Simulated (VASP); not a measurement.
# O2 in VASP: single point with RPBE

Aim: the single point of O2 with RPBE.

Program: VASP 6.6.1. These are calculated values, not measurements. Logs are shortened: lines on timing, memory, paths and dates and some standing lists are left out, and cuts for length are marked.

## Step 1: The cell of the first run

The cell holds a molecule in a box, 2 atoms: a = 12.000 Å, b = 12.300 Å, c = 12.600 Å, α = 90.00°, β = 90.00°, γ = 90.00°.

## Step 2: Single point, RPBE, collinear spin, ferromagnetic start

Input file INCAR:

```
SYSTEM = O
PREC = Accurate ; ENCUT = 1000
EDIFF = 1E-6 ; ISMEAR = -1
SIGMA = 0.01 ; LREAL = .FALSE.
LASPH = .TRUE. ; NELM = 200
ALGO = Normal ; ISIF = 2
LWAVE = .FALSE. ; LCHARG = .FALSE.
ISPIN = 2 ; MAGMOM = 1 1
LORBIT = 11 ; GGA = RP
NBANDS = 17 ; GGA_COMPAT = .FALSE.
NELMDL = -8
```

Input file KPOINTS:

```
Automatic mesh
0
G
  1 1 1
  0 0 0
```

Input file POSCAR:

```
O
1.0
   12.0000000000      0.0000000000      0.0000000000
    0.0000000000     12.3000000000      0.0000000000
    0.0000000000      0.0000000000     12.6000000000
O
2
Direct
    0.5000000000      0.5000000000      0.4514010062
    0.5000000000      0.5000000000      0.5485989938
```

Potentials or basis: VASP PAW PBE potentials, release 64 (O_h).

Run with:

```bash
$ cat potpaw_PBE.64/O_h/POTCAR > POTCAR
$ mpirun -np 1 vasp_gam > vasp.out
```

OUTCAR:

```text
SYSTEM = O
   PREC = Accurate
   ENCUT = 1000
   EDIFF = 1E-6
   ISMEAR = -1
   LREAL = .FALSE.
   LASPH = .TRUE.
   NELM = 200
   ISIF = 2
   ISPIN = 2
   LORBIT = 11
   GGA = RP
   NELMDL = -8

 ion  position               nearest neighbor table
   1  0.500  0.500  0.451-   2 1.22
   2  0.500  0.500  0.549-   1 1.22

  LATTYP: Found a simple orthorhombic cell.
 ALAT       =    12.0000000000
 B/A-ratio  =     1.0250000000
 C/A-ratio  =     1.0500000000

  Lattice vectors:

 A1 = (  12.0000000000,   0.0000000000,   0.0000000000)
 A2 = (   0.0000000000,  12.3000000000,   0.0000000000)
 A3 = (   0.0000000000,   0.0000000000,  12.6000000000)

Analysis of symmetry for initial positions (statically):
=====================================================================
 Subroutine PRICEL returns:
 Original cell was already a primitive cell.

 Routine SETGRP: Setting up the symmetry group for a
 simple orthorhombic supercell.

 Subroutine GETGRP returns: Found  8 space group operations
 (whereof  8 operations were pure point group operations)
 out of a pool of  8 trial point group operations.

The static configuration has the point symmetry D_2h.

Analysis of symmetry for dynamics (positions and initial velocities):
=====================================================================
 Subroutine PRICEL returns:
 Original cell was already a primitive cell.

 Routine SETGRP: Setting up the symmetry group for a
 simple orthorhombic supercell.

 Subroutine GETGRP returns: Found  8 space group operations
 (whereof  8 operations were pure point group operations)
 out of a pool of  8 trial point group operations.

The dynamic configuration has the point symmetry D_2h.

Analysis of structural, dynamic, and magnetic symmetry:
=====================================================================
 Subroutine PRICEL returns:
 Original cell was already a primitive cell.

 Routine SETGRP: Setting up the symmetry group for a
 simple orthorhombic supercell.

 Subroutine GETGRP returns: Found  8 space group operations
 (whereof  8 operations were pure point group operations)
 out of a pool of  8 trial point group operations.

The overall configuration has the point symmetry D_2h.

 Subroutine INISYM returns: Found  8 space group operations
 (whereof  8 operations are pure point group operations),
 and found     1 'primitive' translations

----------------------------------------------------------------------------------------

                                     Primitive cell

  volume of cell :    1859.7600

  direct lattice vectors                    reciprocal lattice vectors
    12.000000000  0.000000000  0.000000000     0.083333333  0.000000000  0.000000000
     0.000000000 12.300000000  0.000000000     0.000000000  0.081300813  0.000000000
     0.000000000  0.000000000 12.600000000     0.000000000  0.000000000  0.079365079

  length of vectors
    12.000000000 12.300000000 12.600000000     0.083333333  0.081300813  0.079365079

  position of ions in fractional coordinates (direct lattice)
     0.500000000  0.500000000  0.451401006
     0.500000000  0.500000000  0.548598994

  ion indices of the primitive-cell ions
   primitive index   ion index
                 1           1
                 2           2

----------------------------------------------------------------------------------------

 KPOINTS: Automatic mesh

Automatic generation of k-mesh.
 Grid dimensions read from file:
 generate k-points for:    1    1    1

 Generating k-lattice:

  Cartesian coordinates                     Fractional coordinates (reciprocal lattice)
     0.083333333  0.000000000  0.000000000     1.000000000  0.000000000  0.000000000
     0.000000000  0.081300813  0.000000000     0.000000000  1.000000000  0.000000000
     0.000000000  0.000000000  0.079365079     0.000000000  0.000000000  1.000000000

  Length of vectors
     0.083333333  0.081300813  0.079365079

  Shift w.r.t. Gamma in fractional coordinates (k-lattice)
     0.000000000  0.000000000  0.000000000

 Subroutine IBZKPT returns following result:
 ===========================================

 Found      1 irreducible k-points:

 Following reciprocal coordinates:
            Coordinates               Weight
  0.000000  0.000000  0.000000      1.000000
   k-points           NKPTS =      1   k-points in BZ     NKDIM =      1   number of bands    NBANDS=     17
   number of dos      NEDOS =    301   number of ions     NIONS =      2
   total plane-waves  NPLWV = ******
   dimension x,y,z NGX =   126 NGY =  128 NGZ =  140
   dimension x,y,z NGXF=   252 NGYF=  256 NGZF=  280
   ions per type =               2
   NGX,Y,Z   is equivalent  to a cutoff of  17.46, 17.30, 18.47 a.u.
   NGXF,Y,Z  is equivalent  to a cutoff of  34.91, 34.60, 36.94 a.u.
 SYSTEM =  O
   PREC   = accura    normal or accurate (medium, high low for compatibility)
   ISTART =      0    job   : 0-new  1-cont  2-samecut
   ICHARG =      2    charge: 1-file 2-atom 10-const
   ISPIN  =      2    spin polarized calculation?
   LNONCOLLINEAR =      F non collinear calculations
   LSORBIT =      F    spin-orbit coupling
   LASPH  =      T    aspherical Exc in radial PAW
   ENCUT  = 1000.0 eV  73.50 Ry    8.57 a.u.  30.94 31.71 32.49*2*pi/ulx,y,z
   NELM   =    200;   NELMIN=  2; NELMDL= -8     # of ELM steps
   EDIFF  = 0.1E-05   stopping-criterion for ELM
   LREAL  =      F    real-space projection
   EDIFFG = 0.1E-04   stopping-criterion for IOM
   NSW    =      0    number of steps for IOM
   IBRION =     -1    ionic relax: 0-MD 1-quasi-New 2-CG
   NFREE  =      0    steps in history (QN), initial steepest desc. (CG)
   ISIF   =      2    stress and relaxation
   ISYM   =      2    0-nonsym 1-usesym 2-fastsym
   POTIM  = 0.5000    time-step for ionic-motion
   TEBEG  =    0.0;   TEEND  =   0.0 temperature during run
   PSTRESS=    0.0 pullay stress
   NELECT =      12.0000    total number of electrons
   NUPDOWN=      -1.0000    fix difference up-down
   EMIN   =  10.00;   EMAX   =-10.00  energy-range for DOS
   EFERMI =   0.00;   METHOD = LEGACY
   ISMEAR =    -1;   SIGMA  =   0.01  broadening in eV -4-tet -1-fermi 0-gaus
   EFERMI_NEDOS =   21; number of points for ismear=-14 and -15
   IALGO  =     38    algorithm
   IMIX   =      4    mixing-type and parameters
     AMIX     =   0.40;   BMIX     =  1.00
     AMIX_MAG =   1.60;   BMIX_MAG =  1.00
  volume/ion in A,a.u.               =     929.88      6275.14
  Fermi-wavevector in a.u.,A,eV,Ry     =   0.304778  0.575946  1.263836  0.092889
  Thomas-Fermi vector in A             =   1.177187
   LORBIT       =     11    0 simple, 1 ext, 2 COOP (PROOUT), +10 PAW based schemes
   GGA     = RP    functional components
   LHFCALC =     F    Hartree Fock is set to
   AEXX    =    0.0000 exact exchange contribution
   IVDW    =     0    specifies the selected vdW correction
   LEPSILON=     F    determine dielectric tensor
   LRPA    =     F    only Hartree local field effects (RPA)
 spin polarized calculation
  energy-cutoff  :     1000.00
  volume of cell :     1859.76
 maximum number of plane-waves:     66766
 NGX is ok and might be reduce to   126
   NGX = 61   NGY = 63   NGZ = 65

 number of electron      11.9999996 magnetization       1.9999995

 Free energy of the ion-electron system (eV)
  ---------------------------------------------------
  ext. energy  EPLUGINS =         0.00000000
  ---------------------------------------------------
  free energy    TOTEN  =        -9.77013986 eV

  energy without entropy =       -9.77013986  energy(sigma->0) =       -9.77013986

 E-fermi :  -6.4864     XC(G=0):  -0.3281

 val. band max:       -6.8211910933   @ k =   0.0000   0.0000   0.0000
 cond. band min:      -4.4371482137   @ k =   0.0000   0.0000   0.0000
 fundamental gap:      2.3840428796
 Fermi energy:        -6.4864138501

 spin component 1

 k-point     1 :       0.0000    0.0000    0.0000
  band No.  band energies     occupation
      1     -32.5328      1.00000
      2     -20.6488      1.00000
      3     -13.3581      1.00000
      4     -13.2520      1.00000
      5     -13.2520      1.00000
      6      -6.8212      1.00000
      7      -6.8212      1.00000
      8      -0.3055      0.00000
      9       0.4898      0.00000
     10       0.5690      0.00000
     11       0.7253      0.00000
     12       0.7612      0.00000
     13       0.9588      0.00000
     14       1.0244      0.00000
     15       1.4256      0.00000
     16       1.6269      0.00000
     17       1.6503      0.00000
 Fermi energy:        -6.4864138501

 spin component 2

 k-point     1 :       0.0000    0.0000    0.0000
  band No.  band energies     occupation
      1     -31.3238      1.00000
      2     -18.8285      1.00000
      3     -12.4722      1.00000
      4     -11.3455      1.00000
      5     -11.3455      1.00000
      6      -4.4371      0.00000
      7      -4.4371      0.00000
      8      -0.1951      0.00000
      9       0.6416      0.00000
     10       0.6827      0.00000
     11       0.8205      0.00000
     12       0.8609      0.00000
     13       0.9792      0.00000
     14       1.0444      0.00000
     15       1.5353      0.00000
     16       1.6899      0.00000
     17       1.7134      0.00000

------------------------ aborting loop because EDIFF is reached ----------------------------------------

  FORCE on cell =-STRESS in cart. coord.  units (eV):
  Direction    XX          YY          ZZ          XY          YZ          ZX
  --------------------------------------------------------------------------------------
  -------------------------------------------------------------------------------------
  Total       -0.0062805     -0.0058385     -0.0313507      0.0000000      0.0000000      0.0000000
  in kB       -0.0054106     -0.0050299     -0.0270085      0.0000000      0.0000000      0.0000000
  external PRESSURE =      -0.0124830 kB  Pullay stress =       0.0000000 kB

 VOLUME and BASIS-vectors are now :
 -----------------------------------------------------------------------------
  energy-cutoff  :     1000.00
  volume of cell :     1859.76
      direct lattice vectors                 reciprocal lattice vectors
    12.000000000  0.000000000  0.000000000     0.083333333  0.000000000  0.000000000
     0.000000000 12.300000000  0.000000000     0.000000000  0.081300813  0.000000000
     0.000000000  0.000000000 12.600000000     0.000000000  0.000000000  0.079365079

 POSITION                                       TOTAL-FORCE (eV/Angst)
 -----------------------------------------------------------------------------------
      6.00000      6.15000      5.68765         0.000000      0.000000      0.018743
      6.00000      6.15000      6.91235         0.000000      0.000000     -0.018743
 -----------------------------------------------------------------------------------
    total drift:                                0.000000     -0.000000      0.000000

  FREE ENERGIE OF THE ION-ELECTRON SYSTEM (eV)
  ---------------------------------------------------
  free  energy   TOTEN  =        -9.7701398627 eV

  energy  without entropy=       -9.7701398627  energy(sigma->0) =       -9.77013986

 total charge

# of ion       s       p       d       tot
------------------------------------------
    1        1.094   2.213   0.000   3.307
    2        1.094   2.213   0.000   3.307
--------------------------------------------------
tot          2.188   4.425   0.000   6.613

 magnetization (x)

# of ion       s       p       d       tot
------------------------------------------
    1        0.013   0.609   0.000   0.622
    2        0.013   0.609   0.000   0.622
--------------------------------------------------
tot          0.027   1.218   0.000   1.245
```

Run time: 15 min. Hardware: 1 thread of Intel Xeon Platinum 8259CL at 2.50GHz (Skylake/Cascade Lake), shared host; peak memory 4.8 GiB.

Results:

| Quantity | Value |
| --- | --- |
| Free energy | -9.7701 eV |
| Largest force | 0.019 eV/Å |
| Gap between the frontier levels | 2.38 eV |
| Net moment | 2.00 μB per cell |
| Site moments | O +0.62 μB |
| Valence electrons inside the program's atomic spheres | O 3.31 |

Forces in eV/Å, atoms in the order of the input:
```
O    0.000  0.000  0.019
O    0.000  0.000 -0.019
```

Caveat: the PAW data sets were made with another functional, which shifts forces and pressure a little.
